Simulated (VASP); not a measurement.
# MgO (rock salt type) in VASP: notebook, part 3 of 3

VASP 6.6.1.

## Step 7: Single point, HSE06

POSCAR reads:

```
MgO
1.0
    0.0000000000      2.1250000000      2.1250000000
    2.1250000000      0.0000000000      2.1250000000
    2.1250000000      2.1250000000      0.0000000000
Mg O
1 1
Direct
    0.0000000000      0.0000000000      0.0000000000
    0.5000000000      0.5000000000      0.5000000000
```

INCAR.step1 reads:

```
  ALGO = Normal
  EDIFF = 1E-5
  ENCUT = 520
  GGA = PE
  ISIF = 2
  ISMEAR = -1
  LASPH = True
  LCHARG = False
  LREAL = False
  LWAVE = True
  NBANDS = 11
  NELM = 60
  PREC = Accurate
  SIGMA = 0.02
```

INCAR.step2 reads:

```
  ALGO = Normal
  EDIFF = 1E-6
  ENCUT = 520
  GGA = PE
  HFSCREEN = 0.2079
  ISIF = 2
  ISMEAR = -1
  ISTART = 1
  LASPH = True
  LCHARG = False
  LHFCALC = True
  LREAL = False
  LWAVE = False
  NBANDS = 11
  NELM = 60
  PREC = Accurate
  PRECFOCK = Normal
  SIGMA = 0.02
```

KPOINTS reads:

```
k-points
0
Gamma
  4 4 4
```

Potentials or basis: VASP PAW PBE potentials, release 64 (Mg, O).

The run is started by

```console
> cat potpaw_PBE.64/Mg/POTCAR potpaw_PBE.64/O/POTCAR > POTCAR
> cp INCAR.step1 INCAR
> mpirun -np 1 vasp_std > vasp.out
> cp INCAR.step2 INCAR
> mpirun -np 1 vasp_std > vasp.out
```

OUTCAR:

```text
EDIFF = 1E-6
   ENCUT = 520
   GGA = PE
   HFSCREEN = 0.2079
   ISIF = 2
   ISMEAR = -1
   ISTART = 1
   LASPH = True
   LHFCALC = True
   LREAL = False
   NELM = 60
   PREC = Accurate
   PRECFOCK = Normal

 ion  position               nearest neighbor table
   1  0.000  0.000  0.000-   2 2.12   2 2.12   2 2.12   2 2.12   2 2.12   2 2.12
   2  0.500  0.500  0.500-   1 2.12   1 2.12   1 2.12   1 2.12   1 2.12   1 2.12

  LATTYP: Found a face centered cubic cell.
 ALAT       =     4.2500000000

  Lattice vectors:

 A1 = (   0.0000000000,   2.1250000000,   2.1250000000)
 A2 = (   2.1250000000,   0.0000000000,   2.1250000000)
 A3 = (   2.1250000000,   2.1250000000,   0.0000000000)

Analysis of symmetry for initial positions (statically):
=====================================================================
 Subroutine PRICEL returns:
 Original cell was already a primitive cell.

 Routine SETGRP: Setting up the symmetry group for a
 face centered cubic supercell.

 Subroutine GETGRP returns: Found 48 space group operations
 (whereof 48 operations were pure point group operations)
 out of a pool of 48 trial point group operations.

The static configuration has the point symmetry O_h .

Analysis of symmetry for dynamics (positions and initial velocities):
=====================================================================
 Subroutine PRICEL returns:
 Original cell was already a primitive cell.

 Routine SETGRP: Setting up the symmetry group for a
 face centered cubic supercell.

 Subroutine GETGRP returns: Found 48 space group operations
 (whereof 48 operations were pure point group operations)
 out of a pool of 48 trial point group operations.

The dynamic configuration has the point symmetry O_h .

 Subroutine INISYM returns: Found 48 space group operations
 (whereof 48 operations are pure point group operations),
 and found     1 'primitive' translations

----------------------------------------------------------------------------------------

                                     Primitive cell

  volume of cell :      19.1914

  direct lattice vectors                    reciprocal lattice vectors
     0.000000000  2.125000000  2.125000000    -0.235294118  0.235294118  0.235294118
     2.125000000  0.000000000  2.125000000     0.235294118 -0.235294118  0.235294118
     2.125000000  2.125000000  0.000000000     0.235294118  0.235294118 -0.235294118

  length of vectors
     3.005203820  3.005203820  3.005203820     0.407541366  0.407541366  0.407541366

  position of ions in fractional coordinates (direct lattice)
     0.000000000  0.000000000  0.000000000
     0.500000000  0.500000000  0.500000000

  ion indices of the primitive-cell ions
   primitive index   ion index
                 1           1
                 2           2

----------------------------------------------------------------------------------------

 KPOINTS: k-points

Automatic generation of k-mesh.
 Grid dimensions read from file:
 generate k-points for:    4    4    4

 Generating k-lattice:
[... 29 lines left out ...]
   total plane-waves  NPLWV =  13824
   dimension x,y,z NGX =    24 NGY =   24 NGZ =   24
   dimension x,y,z NGXF=    48 NGYF=   48 NGZF=   48
   ions per type =               1   1
   NGX,Y,Z   is equivalent  to a cutoff of  13.28, 13.28, 13.28 a.u.
   NGXF,Y,Z  is equivalent  to a cutoff of  26.55, 26.55, 26.55 a.u.
 SYSTEM =  unknown system
   PREC   = accura    normal or accurate (medium, high low for compatibility)
   ISTART =      1    job   : 0-new  1-cont  2-samecut
   ICHARG =      0    charge: 1-file 2-atom 10-const
   ISPIN  =      1    spin polarized calculation?
   LNONCOLLINEAR =      F non collinear calculations
   LSORBIT =      F    spin-orbit coupling
   LASPH  =      T    aspherical Exc in radial PAW
   ENCUT  =  520.0 eV  38.22 Ry    6.18 a.u.   5.59  5.59  5.59*2*pi/ulx,y,z
   NELM   =     60;   NELMIN=  2; NELMDL=  0     # of ELM steps
   EDIFF  = 0.1E-05   stopping-criterion for ELM
   LREAL  =      F    real-space projection
   EDIFFG = 0.1E-04   stopping-criterion for IOM
   NSW    =      0    number of steps for IOM
   IBRION =     -1    ionic relax: 0-MD 1-quasi-New 2-CG
   NFREE  =      0    steps in history (QN), initial steepest desc. (CG)
   ISIF   =      2    stress and relaxation
   ISYM   =      3    0-nonsym 1-usesym 2-fastsym
   POTIM  = 0.5000    time-step for ionic-motion
   TEBEG  =    0.0;   TEEND  =   0.0 temperature during run
   PSTRESS=    0.0 pullay stress
   NELECT =       8.0000    total number of electrons
   NUPDOWN=      -1.0000    fix difference up-down
   EMIN   =  10.00;   EMAX   =-10.00  energy-range for DOS
   EFERMI =   0.00;   METHOD = LEGACY
   ISMEAR =    -1;   SIGMA  =   0.02  broadening in eV -4-tet -1-fermi 0-gaus
   EFERMI_NEDOS =   21; number of points for ismear=-14 and -15
   IALGO  =     38    algorithm
   IMIX   =      1    mixing-type and parameters
     AMIX     =   0.40;   BMIX     =  1.00
     AMIX_MAG =   1.60;   BMIX_MAG =  1.00
  volume/ion in A,a.u.               =       9.60        64.76
  Fermi-wavevector in a.u.,A,eV,Ry     =   1.222933  2.311008 20.348389  1.495564
  Thomas-Fermi vector in A             =   2.358062
   LORBIT       =      0    0 simple, 1 ext, 2 COOP (PROOUT), +10 PAW based schemes
   GGA     = PE    functional components
   LHFCALC =     T    Hartree Fock is set to
   PRECFOCK=normal    Normal, Fast or Accurate (Low or Medium for compatibility)
   ENCUT4O =  -1.0   cutoff for four orbital integrals eV
   NKREDX  =     1    reduce k-point grid by
   NKREDY  =     1    reduce k-point grid by
   NKREDZ  =     1    reduce k-point grid by
   AEXX    =    0.2500 exact exchange contribution
   HFSCREEN=    0.2079 screening length (either q_TF or 0.3 A-1)
   HFSCREENC=   0.2079 screening length for correlation (either q_TF or 0.3 A-1)
   ENCUTFOCK=  -1.0 apply spherical cutoff to Coloumb kernel
   IVDW    =     0    specifies the selected vdW correction
   LEPSILON=     F    determine dielectric tensor
   LRPA    =     F    only Hartree local field effects (RPA)
 non-spin polarized calculation
  energy-cutoff  :      520.00
  volume of cell :       19.19
 maximum number of plane-waves:       531
 NGX is ok and might be reduce to    24
  NGX = 18; NGY = 18; NGZ = 18

 number of electron       8.0000004 magnetization

 Free energy of the ion-electron system (eV)
  ---------------------------------------------------
  ext. energy  EPLUGINS =         0.00000000
  ---------------------------------------------------
  free energy    TOTEN  =       -14.18975027 eV

  energy without entropy =      -14.18975027  energy(sigma->0) =      -14.18975027

 E-fermi :   2.2272     XC(G=0):  -8.9957

 val. band max:        1.7582317373   @ k =   0.0000   0.0000   0.0000
 cond. band min:       7.9277875386   @ k =   0.0000   0.0000   0.0000
 fundamental gap:      6.1695558014
 Fermi energy:         2.2272310729

 k-point     1 :       0.0000    0.0000    0.0000
  band No.  band energies     occupation
      1     -16.9204      2.00000
      2       1.7582      2.00000
      3       1.7582      2.00000
      4       1.7582      2.00000
      5       7.9278      0.00000
      6      19.3361      0.00000
      7      19.3361      0.00000
      8      19.3361      0.00000
      9      23.1900      0.00000
     10      25.0934      0.00000
     11      25.0934      0.00000
[... 85 lines left out ...]
 k-point     8 :      -0.2500    0.5000    0.2500
  band No.  band energies     occupation
      1     -15.3281      2.00000
      2      -1.3156      2.00000
      3      -1.3156      2.00000
      4      -0.0818      2.00000
      5      15.2151      0.00000
      6      15.2151      0.00000
      7      15.6012      0.00000
      8      18.9930      0.00000
      9      25.5880      0.00000
     10      25.5880      0.00000
     11      29.9629      0.00000

------------------------ aborting loop because EDIFF is reached ----------------------------------------

  FORCE on cell =-STRESS in cart. coord.  units (eV):
  Direction    XX          YY          ZZ          XY          YZ          ZX
  --------------------------------------------------------------------------------------
  -------------------------------------------------------------------------------------
  Total       -0.6854068     -0.6854068     -0.6854068      0.0000000      0.0000000      0.0000000
  in kB      -57.2205712    -57.2205712    -57.2205712      0.0000000      0.0000000      0.0000000
  external PRESSURE =     -57.2205712 kB  Pullay stress =       0.0000000 kB

 VOLUME and BASIS-vectors are now :
 -----------------------------------------------------------------------------
  energy-cutoff  :      520.00
  volume of cell :       19.19
      direct lattice vectors                 reciprocal lattice vectors
     0.000000000  2.125000000  2.125000000    -0.235294118  0.235294118  0.235294118
     2.125000000  0.000000000  2.125000000     0.235294118 -0.235294118  0.235294118
     2.125000000  2.125000000  0.000000000     0.235294118  0.235294118 -0.235294118

 POSITION                                       TOTAL-FORCE (eV/Angst)
 -----------------------------------------------------------------------------------
      0.00000      0.00000      0.00000        -0.000000     -0.000000     -0.000000
      2.12500      2.12500      2.12500         0.000000      0.000000      0.000000
 -----------------------------------------------------------------------------------
    total drift:                                0.000442      0.000603      0.000624

  FREE ENERGIE OF THE ION-ELECTRON SYSTEM (eV)
  ---------------------------------------------------
  free  energy   TOTEN  =       -14.1897502667 eV

  energy  without entropy=      -14.1897502666  energy(sigma->0) =      -14.18975027
```

Run time: 2.1 min. Hardware: 1 thread of AMD EPYC 9R45, shared host; peak memory 0.22 GiB.

Results:

```
Free energy            : -14.1898 eV
Pressure               : -5.7 GPa
Band gap on the k mesh : 6.17 eV, direct
```

Caveat: the k points lie up to 0.64 Å⁻¹ apart; the PAW data sets were made with another functional, which shifts forces and pressure a little.

## Step 8: The runs side by side

| level | cell | k mesh | smearing | grid for exact exchange (PRECFOCK) | screening parameter | gap on the mesh (eV) | pressure (GPa) |
| --- | --- | --- | --- | --- | --- | --- | --- |
| PBE | a = 3.005 Å, angles 60.0°, 2 atoms | 8 × 8 × 8 | fermi-dirac 0.1 eV | - | - | 4.47 | -0.3 |
| HSE06 | a = 3.005 Å, angles 60.0°, 2 atoms | 2 × 2 × 2 | fermi-dirac 0.02 eV | Normal | 0.2079 1/Å | 6.26 | -1.9 |
| HSE06 | a = 3.005 Å, angles 60.0°, 2 atoms | 3 × 3 × 3 | fermi-dirac 0.02 eV | Normal | 0.2079 1/Å | 6.21 | -5.5 |
| HSE06 | a = 2.923 Å, angles 60.0°, 2 atoms | 4 × 4 × 4 | fermi-dirac 0.05 eV | Normal | 0.2079 1/Å | 7.07 | 8.9 |
| HSE06 | a = 3.005 Å, angles 60.0°, 2 atoms | 4 × 4 × 4 | fermi-dirac 0.02 eV | Normal | 0.2079 1/Å | 6.17 | -5.7 |

Some of these runs hold the atoms at other places in the same cell, which the table doesn't show; runs alike in all that it shows share one row.

Alike in all rows: task single point; potentials or basis VASP PAW PBE potentials, release 64 (Mg, O); no spin polarisation; cutoff (eV) 520.

Caveats: some runs use coarse meshes; the PAW data sets were made with another functional, which shifts forces and pressure a little (some runs).

Absolute energies hang on the potentials; compare differences alone.
